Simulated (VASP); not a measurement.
# LiAl16O24 (a cell with a defect) (Li interstitial hop between voids) in VASP: notebook, part 3 of 3

VASP 6.6.1.

## (5) Single point, PBE

The input, INCAR:

```
SYSTEM = LiAl16O24
PREC = Accurate ; ENCUT = 520
EDIFF = 1E-6 ; ISMEAR = -1
SIGMA = 0.01 ; LREAL = Auto
LASPH = .True. ; NELM = 100
ALGO = Normal ; ISIF = 2
LWAVE = .False. ; LCHARG = .False.
GGA = PE ; NELECT = 194.0
NBANDS = 124
```

The input, KPOINTS:

```
Automatic mesh
0
Gamma
  1 1 1
  0.25 0.25 0.25
```

The input, POSCAR:

```
LiAl16O24
1.0
    2.4039417600      1.3879164200      4.3742070900
   -4.8078835200      2.7758328500      8.7484141900
    0.0000000000     -5.5516656900      8.7484141900
Al O Li
16 24 1
Direct
    0.6656531696      0.3331993060      0.3322526330
    0.8550847931      0.4311668604      0.4333201050
    0.1423020977      0.0688450446      0.0670492020
    0.3318021734      0.1668224900      0.1680711852
    0.6452127513      0.3237318189      0.8247414461
    0.8502943594      0.4289417808      0.9235026883
    0.1470863739      0.0710460383      0.5768680427
    0.3522207090      0.1762561567      0.6756068799
    0.6461330678      0.8233571482      0.3244106570
    0.8536405894      0.9232474627      0.4276365975
    0.1437976445      0.5767565190      0.0727181402
    0.3512941960      0.6766455082      0.1759558062
    0.6460533172      0.8234784666      0.8229295208
    0.8519464326      0.9248476150      0.9250086587
    0.1454426875      0.5751488651      0.5753657706
    0.3513237284      0.6765234159      0.6774406283
    0.4342243548      0.0347202795      0.3704296907
    0.9248963115      0.1292786866      0.2799190170
    0.0725427071      0.3707289155      0.2204146980
    0.7353100890      0.2188679541      0.0332303517
    0.2620897771      0.2811452387      0.4671296939
    0.5632069255      0.4652828294      0.1299241601
    0.4443568279      0.0261807372      0.8724670682
    0.9434635526      0.1251799114      0.7780459610
    0.0539532584      0.3748018194      0.7223145340
    0.7522961337      0.2250626678      0.5308099709
    0.2451241407      0.2749463777      0.9695290220
    0.5530401666      0.4738374675      0.6278933802
    0.4506115875      0.5316497378      0.3747293415
    0.9483720054      0.6246208036      0.2781350878
    0.0490498720      0.8753772878      0.2222437775
    0.7481159473      0.7211036109      0.0281721752
    0.2492830076      0.7789054823      0.4722017770
    0.5468305969      0.9683597550      0.1256309407
    0.4429968324      0.5267131731      0.8771796751
    0.9426293820      0.6253650121      0.7778325969
    0.0547449106      0.8746302940      0.7225308738
    0.7481974552      0.7238101948      0.5273515757
    0.2491900879      0.7761971443      0.9730275286
    0.5543972366      0.9733013808      0.6231726056
    0.4986131412      0.2499783839      0.2502604900
```

Started as:

```bash
$ cat potpaw_PBE.64/Al/POTCAR potpaw_PBE.64/O/POTCAR potpaw_PBE.64/Li_sv/POTCAR > POTCAR
$ mpirun -np 1 vasp_std > vasp.out
```

Wall time 2.1 min (1 thread of Intel Xeon Platinum 8488C (Sapphire Rapids), shared host); peak memory 0.52 GiB.

The run converged. Its results:

```
Free energy   : -310.0305 eV
Largest force : 0.015 eV/Å
```

Forces on the atoms (eV/Å):
```
Al  -0.001  0.002  0.004
Al  -0.008 -0.007  0.006
Al   0.006  0.008 -0.006
Al   0.000 -0.005 -0.004
Al  -0.002  0.000 -0.010
Al  -0.001  0.006  0.009
Al   0.000 -0.004 -0.008
Al   0.001 -0.001  0.008
Al  -0.001 -0.002 -0.012
Al   0.003 -0.002  0.007
Al  -0.004 -0.002 -0.008
Al  -0.002  0.000  0.009
Al   0.001  0.001 -0.009
Al   0.001 -0.001  0.008
Al   0.000  0.002 -0.008
Al   0.000 -0.002  0.009
O    0.005 -0.004 -0.008
O    0.006 -0.003  0.006
O   -0.009  0.002 -0.004
O    0.003  0.010 -0.007
O   -0.001 -0.009  0.012
O   -0.004  0.003  0.008
O   -0.002  0.001 -0.002
O   -0.003 -0.001  0.001
O    0.002  0.004 -0.002
O    0.006 -0.002  0.004
O   -0.004  0.003 -0.002
O    0.002  0.000  0.001
O   -0.005 -0.001  0.001
O    0.003  0.001 -0.001
O   -0.002  0.001  0.001
O    0.000 -0.004 -0.001
O   -0.001  0.004  0.001
O    0.007 -0.001  0.000
O   -0.002 -0.003  0.002
O   -0.002 -0.003  0.000
O    0.002  0.003  0.001
O    0.003  0.001 -0.001
O    0.000  0.002 -0.002
O    0.002  0.001 -0.003
Li   0.002  0.004  0.002
```

Levels at points of the mesh, in eV from the Fermi level:
| k point | band 94 | band 95 | band 96 | band 97 | band 98 | band 99 | band 100 | band 101 |
| --- | --- | --- | --- | --- | --- | --- | --- | --- |
| (0.25, 0.25, 0.25) | -0.67 | -0.65 | -0.44 | -0.40 | 6.36 | 8.51 | 8.72 | 8.76 |

Caveat: the k points lie up to 1.58 Å⁻¹ apart; the cell carries a net charge on a neutralising background, which shifts energy and pressure; the cell is charged against a uniform background, so pressure and absolute levels hang on convention.
